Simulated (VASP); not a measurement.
Set up this calculation in VASP 6.6.1, as the native input.

```yaml
Task: single point
Functional: r2SCAN
Potentials_or_basis: VASP PAW PBE potentials, release 64 (Te, Mo_sv)
Cutoff: 520 eV
k_mesh: 9 × 9 × 1
Occupations: gaussian, width 0.02 eV
Spin: no spin polarisation
Dipole_correction: yes
Further_INCAR_settings: ALGO = Normal; EDIFF = 1e-07; NBANDS = 20
```

The system is Te2Mo, a slab with vacuum.

```
Te Mo
1.0
     3.50382    0.00000    0.00000
    -1.75191    3.03440    0.00000
     0.00000    0.00000   33.27028
Te Mo
2 1
Direct
  0.33333 0.66667 0.44539
  0.33333 0.66667 0.55461
  0.66667 0.33333 0.50000
```

The input as run:

POSCAR

```
Te2Mo
1.0
    3.5038241256      0.0000000000      0.0000000000
   -1.7519120628      3.0344007031      0.0000000000
    0.0000000000      0.0000000000     33.2702847815
Te Mo
2 1
Direct
    0.3333333333      0.6666666667      0.4453867173
    0.3333333333      0.6666666667      0.5546132827
    0.6666666667      0.3333333333      0.5000000000
```

INCAR.step1

```
SYSTEM = Te2Mo
ALGO = Normal ; DIPOL = 0.5 0.5 0.500
EDIFF = 1E-4 ; ENCUT = 520
GGA = PE ; IDIPOL = 3
ISMEAR = 0 ; LASPH = .True.
LCHARG = .False. ; LDIPOL = .True.
LREAL = .False. ; LWAVE = .True.
NBANDS = 20 ; NELM = 80
PREC = Accurate ; SIGMA = 0.02
```

INCAR.step2

```
SYSTEM = Te2Mo
ALGO = Normal ; DIPOL = 0.5 0.5 0.500
EDIFF = 1E-7 ; ENCUT = 520
IDIPOL = 3 ; ISIF = 2
ISMEAR = 0 ; ISTART = 1
LASPH = .True. ; LCHARG = .False.
LDIPOL = .True. ; LMIXTAU = .True.
LREAL = .False. ; LWAVE = .False.
METAGGA = R2SCAN ; NBANDS = 20
NELM = 80 ; PREC = Accurate
SIGMA = 0.02
```

KPOINTS

```
k-points
0
Gamma
  9 9 1
  0 0 0
```

Potentials or basis: VASP PAW PBE potentials, release 64 (Te, Mo_sv).

Launch:

```console
$ cat potpaw_PBE.64/Te/POTCAR potpaw_PBE.64/Mo_sv/POTCAR > POTCAR
$ cp INCAR.step1 INCAR
$ mpirun -np 1 vasp_std > vasp.out
$ cp INCAR.step2 INCAR
$ mpirun -np 1 vasp_std > vasp.out
```

It gave:

```
Largest force          : 0.072 eV/Å
Band gap on the k mesh : 1.27 eV, direct
```

Caveat: the PAW data sets were made with another functional, which shifts forces and pressure a little; spin-orbit coupling is left out, which moves the levels of the heavy elements.

It took 8.1 min on 1 thread of Intel(R) Xeon(R) 6975P-C (Granite Rapids) (shared host), peak memory 0.49 GiB.
